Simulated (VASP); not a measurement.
# AlN (P6_3mc) in VASP: settings compared

Aim: see how the results for AlN move with the level of theory and the settings. Levels: PBEsol, r2SCAN. Tasks: single point.

All numbers are computed with VASP 6.6.1; they aren't measurements. Logs are shortened: lines on timing, memory, paths and dates and some standing lists are left out, and cuts for length are marked.

## Step 1: The cell of the first run

Symmetry: P6_3mc, No. 186, hexagonal system. The conventional cell has a = 3.114 Å, b = 3.114 Å, c = 4.984 Å, α = 90.00°, β = 90.00°, γ = 120.00°. Al (site symmetry 3m) has 4 N at 1.89 to 1.90 Å within 2.5 Å. Within 2.5 Å of N (site symmetry 3m) lie 4 Al at 1.89 to 1.90 Å.

## Step 2: Single point, PBEsol

Input file INCAR:

```
PREC = Accurate
ENCUT = 520
EDIFF = 1E-6
ISMEAR = -1
SIGMA = 0.05
LREAL = False
LASPH = True
NELM = 80
ALGO = Normal
ISIF = 2
LWAVE = False
LCHARG = True
GGA = PS
LELF = True
LVHAR = True
NBANDS = 16
```

Input file KPOINTS:

```
Automatic mesh
0
Gamma
  9 9 5
```

Input file POSCAR:

```
AlN
1.0
    3.1138160000      0.0000000000      0.0000000000
   -1.5569080000      2.6966440000      0.0000000000
    0.0000000000      0.0000000000      4.9835290000
Al N
2 2
Direct
    0.6666670000      0.3333330000      0.4969990000
    0.3333330000      0.6666670000      0.9970000000
    0.3333330000      0.6666670000      0.3790010000
    0.6666670000      0.3333330000      0.8790000000
```

Potentials or basis: VASP PAW PBE potentials, release 64 (Al, N).

On the command line:

```
cat potpaw_PBE.64/Al/POTCAR potpaw_PBE.64/N/POTCAR > POTCAR
mpirun -np 1 vasp_std > vasp.out
```

OUTCAR:

```text
PREC = Accurate
   ENCUT = 520
   EDIFF = 1E-6
   ISMEAR = -1
   LREAL = False
   LASPH = True
   NELM = 80
   ISIF = 2
   GGA = PS

 ion  position               nearest neighbor table
   1  0.667  0.333  0.497-   3 1.89   3 1.89   3 1.89   4 1.90   2 3.07   2 3.07   2 3.07   2 3.07
                             2 3.07   2 3.07
   2  0.333  0.667  0.997-   4 1.89   4 1.89   4 1.89   3 1.90   1 3.07   1 3.07   1 3.07   1 3.07
                             1 3.07   1 3.07
   3  0.333  0.667  0.379-   1 1.89   1 1.89   1 1.89   2 1.90
   4  0.667  0.333  0.879-   2 1.89   2 1.89   2 1.89   1 1.90

  LATTYP: Found a hexagonal cell.
 ALAT       =     3.1138160000
 C/A-ratio  =     1.6004571240

  Lattice vectors:

 A1 = (   3.1138160000,   0.0000000000,   0.0000000000)
 A2 = (  -1.5569080000,   2.6966440000,   0.0000000000)
 A3 = (   0.0000000000,   0.0000000000,   4.9835290000)

Analysis of symmetry for initial positions (statically):
=====================================================================
 Subroutine PRICEL returns:
 Original cell was already a primitive cell.

 Routine SETGRP: Setting up the symmetry group for a
 hexagonal supercell.

 Subroutine GETGRP returns: Found 12 space group operations
 (whereof  6 operations were pure point group operations)
 out of a pool of 24 trial point group operations.

The static configuration has the point symmetry C_3v.
 The point group associated with its full space group is C_6v.

Analysis of symmetry for dynamics (positions and initial velocities):
=====================================================================
 Subroutine PRICEL returns:
 Original cell was already a primitive cell.

 Routine SETGRP: Setting up the symmetry group for a
 hexagonal supercell.

 Subroutine GETGRP returns: Found 12 space group operations
 (whereof  6 operations were pure point group operations)
 out of a pool of 24 trial point group operations.

The dynamic configuration has the point symmetry C_3v.
 The point group associated with its full space group is C_6v.

 Subroutine INISYM returns: Found 12 space group operations
 (whereof  6 operations are pure point group operations),
 and found     1 'primitive' translations

----------------------------------------------------------------------------------------

                                     Primitive cell

  volume of cell :      41.8460

  direct lattice vectors                    reciprocal lattice vectors
     3.113816000  0.000000000  0.000000000     0.321149355  0.185415650  0.000000000
    -1.556908000  2.696644000  0.000000000     0.000000000  0.370831300  0.000000000
     0.000000000  0.000000000  4.983529000     0.000000000  0.000000000  0.200661018

  length of vectors
     3.113816000  3.113816209  4.983529000     0.370831325  0.370831300  0.200661018

  position of ions in fractional coordinates (direct lattice)
     0.666667000  0.333333000  0.496999000
     0.333333000  0.666667000  0.997000000
     0.333333000  0.666667000  0.379001000
     0.666667000  0.333333000  0.879000000

  ion indices of the primitive-cell ions
   primitive index   ion index
                 1           1
                 2           2
                 3           3
                 4           4

----------------------------------------------------------------------------------------

 KPOINTS: Automatic mesh

Automatic generation of k-mesh.
 Grid dimensions read from file:
 generate k-points for:    9    9    5

 Generating k-lattice:

  Cartesian coordinates                     Fractional coordinates (reciprocal lattice)
     0.035683262  0.020601739  0.000000000     0.111111111  0.000000000  0.000000000
     0.000000000  0.041203478  0.000000000     0.000000000  0.111111111  0.000000000
     0.000000000  0.000000000  0.040132204     0.000000000  0.000000000  0.200000000

  Length of vectors
     0.041203481  0.041203478  0.040132204

  Shift w.r.t. Gamma in fractional coordinates (k-lattice)
     0.000000000  0.000000000  0.000000000

 Subroutine IBZKPT returns following result:
 ===========================================

 Found     36 irreducible k-points:

 Following reciprocal coordinates:
            Coordinates               Weight
  0.000000  0.000000  0.000000      1.000000
  0.111111 -0.000000  0.000000      6.000000
  0.222222 -0.000000  0.000000      6.000000
  0.333333 -0.000000  0.000000      6.000000
  0.444444 -0.000000  0.000000      6.000000
  0.111111  0.111111  0.000000      6.000000
[... 16 lines left out ...]
  0.333333  0.222222  0.200000     24.000000
  0.333333  0.333333  0.200000      4.000000
 [... further k-points ...]
   k-points           NKPTS =     36   k-points in BZ     NKDIM =     36   number of bands    NBANDS=     16
   number of dos      NEDOS =    301   number of ions     NIONS =      4
   total plane-waves  NPLWV =  23040
   dimension x,y,z NGX =    24 NGY =   24 NGZ =   40
   dimension x,y,z NGXF=    48 NGYF=   48 NGZF=   80
   ions per type =               2   2
   NGX,Y,Z   is equivalent  to a cutoff of  12.81, 12.81, 13.34 a.u.
   NGXF,Y,Z  is equivalent  to a cutoff of  25.63, 25.63, 26.69 a.u.
 SYSTEM =  unknown system
   PREC   = accura    normal or accurate (medium, high low for compatibility)
   ISTART =      0    job   : 0-new  1-cont  2-samecut
   ICHARG =      2    charge: 1-file 2-atom 10-const
   ISPIN  =      1    spin polarized calculation?
   LNONCOLLINEAR =      F non collinear calculations
   LSORBIT =      F    spin-orbit coupling
   LASPH  =      T    aspherical Exc in radial PAW
   ENCUT  =  520.0 eV  38.22 Ry    6.18 a.u.   5.79  5.79  9.27*2*pi/ulx,y,z
   NELM   =     80;   NELMIN=  2; NELMDL= -5     # of ELM steps
   EDIFF  = 0.1E-05   stopping-criterion for ELM
   LREAL  =      F    real-space projection
   EDIFFG = 0.1E-04   stopping-criterion for IOM
   NSW    =      0    number of steps for IOM
   IBRION =     -1    ionic relax: 0-MD 1-quasi-New 2-CG
   NFREE  =      0    steps in history (QN), initial steepest desc. (CG)
   ISIF   =      2    stress and relaxation
   ISYM   =      2    0-nonsym 1-usesym 2-fastsym
   POTIM  = 0.5000    time-step for ionic-motion
   TEBEG  =    0.0;   TEEND  =   0.0 temperature during run
   PSTRESS=    0.0 pullay stress
   NELECT =      16.0000    total number of electrons
   NUPDOWN=      -1.0000    fix difference up-down
   EMIN   =  10.00;   EMAX   =-10.00  energy-range for DOS
   EFERMI =   0.00;   METHOD = LEGACY
   ISMEAR =    -1;   SIGMA  =   0.05  broadening in eV -4-tet -1-fermi 0-gaus
   EFERMI_NEDOS =   21; number of points for ismear=-14 and -15
   IALGO  =     38    algorithm
   IMIX   =      4    mixing-type and parameters
     AMIX     =   0.40;   BMIX     =  1.00
     AMIX_MAG =   1.60;   BMIX_MAG =  1.00
  volume/ion in A,a.u.               =      10.46        70.60
  Fermi-wavevector in a.u.,A,eV,Ry     =   1.188220  2.245411 19.209624  1.411868
  Thomas-Fermi vector in A             =   2.324355
   LORBIT       =      0    0 simple, 1 ext, 2 COOP (PROOUT), +10 PAW based schemes
   GGA     = PS    functional components
   LHFCALC =     F    Hartree Fock is set to
   AEXX    =    0.0000 exact exchange contribution
   IVDW    =     0    specifies the selected vdW correction
   LEPSILON=     F    determine dielectric tensor
   LRPA    =     F    only Hartree local field effects (RPA)
 non-spin polarized calculation
  energy-cutoff  :      520.00
  volume of cell :       41.85
 maximum number of plane-waves:      1152
 NGX is ok and might be reduce to    24
   NGX = 11   NGY = 11   NGZ = 19

 number of electron      15.9999997 magnetization

 Free energy of the ion-electron system (eV)
  ---------------------------------------------------
  ext. energy  EPLUGINS =         0.00000000
  ---------------------------------------------------
  free energy    TOTEN  =       -31.31239856 eV

  energy without entropy =      -31.31239856  energy(sigma->0) =      -31.31239856

 E-fermi :   7.0172     XC(G=0): -11.0992

 val. band max:        6.0505596010   @ k =   0.0000   0.0000   0.0000
 cond. band min:      10.1615539313   @ k =   0.0000   0.0000   0.0000
 fundamental gap:      4.1109943303
 Fermi energy:         7.0171922870

 k-point     1 :       0.0000    0.0000    0.0000
  band No.  band energies     occupation
      1      -9.1110      2.00000
      2      -6.9315      2.00000
      3       0.0006      2.00000
      4       5.1719      2.00000
      5       5.1720      2.00000
      6       5.8261      2.00000
[... 8 lines left out ...]
     15      19.0700      0.00000
     16      19.0700      0.00000

 k-point     2 :       0.1111   -0.0000    0.0000
  band No.  band energies     occupation
      1      -8.9530      2.00000
      2      -6.8426      2.00000
      3       0.1883      2.00000
      4       4.4603      2.00000
      5       4.9724      2.00000
      6       5.1419      2.00000
[... 8 lines left out ...]
     15      18.9100      0.00000
     16      19.0831      0.00000

 k-point     3 :       0.2222   -0.0000    0.0000
  band No.  band energies     occupation
      1      -8.5040      2.00000
      2      -6.6198      2.00000
      3       0.7335      2.00000
      4       2.9476      2.00000
      5       3.8812      2.00000
      6       4.5630      2.00000
[... 8 lines left out ...]
     15      18.1023      0.00000
     16      18.8439      0.00000

 k-point     4 :       0.3333   -0.0000    0.0000
  band No.  band energies     occupation
      1      -7.8554      2.00000
      2      -6.4046      2.00000
      3       1.5030      2.00000
      4       1.5748      2.00000
      5       2.6974      2.00000
      6       4.1828      2.00000
[... 8 lines left out ...]
     15      18.0287      0.00000
     16      20.3072      0.00000
[... 324 lines left out ...]
 k-point    22 :       0.2222    0.2222    0.2000
  band No.  band energies     occupation
      1      -7.4112      2.00000
      2      -6.4550      2.00000
      3       1.3314      2.00000
      4       1.6255      2.00000
      5       3.1276      2.00000
      6       3.3092      2.00000
[... 8 lines left out ...]
     15      18.1440      0.00000
     16      20.8217      0.00000

 k-point    23 :       0.3333    0.2222    0.2000
  band No.  band energies     occupation
      1      -6.8946      2.00000
      2      -6.4232      2.00000
      3       0.9715      2.00000
      4       1.5940      2.00000
      5       2.4663      2.00000
      6       3.6484      2.00000
[... 8 lines left out ...]
     15      18.7000      0.00000
     16      20.7933      0.00000

 k-point    24 :       0.3333    0.3333    0.2000
  band No.  band energies     occupation
      1      -6.5615      2.00000
      2      -6.5613      2.00000
      3       1.3323      2.00000
      4       1.7303      2.00000
      5       1.7303      2.00000
      6       3.2243      2.00000
[... 8 lines left out ...]
     15      18.9554      0.00000
     16      21.1481      0.00000

 [... further k-points ...]
[... 5 lines left out ...]
  --------------------------------------------------------------------------------------
  -------------------------------------------------------------------------------------
  Total       -0.0039182     -0.0039182     -0.0026776      0.0000000     -0.0000000      0.0000000
  in kB       -0.1500188     -0.1500189     -0.1025177      0.0000000     -0.0000000      0.0000000
  external PRESSURE =      -0.1341851 kB  Pullay stress =       0.0000000 kB

 VOLUME and BASIS-vectors are now :
 -----------------------------------------------------------------------------
  energy-cutoff  :      520.00
  volume of cell :       41.85
      direct lattice vectors                 reciprocal lattice vectors
     3.113816000  0.000000000  0.000000000     0.321149355  0.185415650  0.000000000
    -1.556908000  2.696644000  0.000000000     0.000000000  0.370831300  0.000000000
     0.000000000  0.000000000  4.983529000     0.000000000  0.000000000  0.200661018

 POSITION                                       TOTAL-FORCE (eV/Angst)
 -----------------------------------------------------------------------------------
      1.55691      0.89888      2.47681         0.000000     -0.000000      0.000552
     -0.00000      1.79776      4.96858        -0.000000      0.000000      0.000552
     -0.00000      1.79776      1.88876        -0.000000      0.000000     -0.000552
      1.55691      0.89888      4.38052         0.000000     -0.000000     -0.000552
 -----------------------------------------------------------------------------------
    total drift:                               -0.000853      0.000492      0.000447

  FREE ENERGIE OF THE ION-ELECTRON SYSTEM (eV)
  ---------------------------------------------------
  free  energy   TOTEN  =       -31.3123985612 eV

  energy  without entropy=      -31.3123985612  energy(sigma->0) =      -31.31239856
```

Run time: 8.6 s. Hardware: 1 thread of Intel Xeon 6975P-C (Granite Rapids), shared host; peak memory 0.15 GiB.

Results:

```yaml
Free_energy: -31.3124 eV
Pressure: 0.0 GPa
Band_gap_on_the_k_mesh: 4.11 eV, direct
```

Caveat: the PAW data sets were made with another functional, which shifts forces and pressure a little. Expect the measured gap to be larger: semilocal functionals such as PBEsol lack the derivative discontinuity.

[end of part 1 of 2]
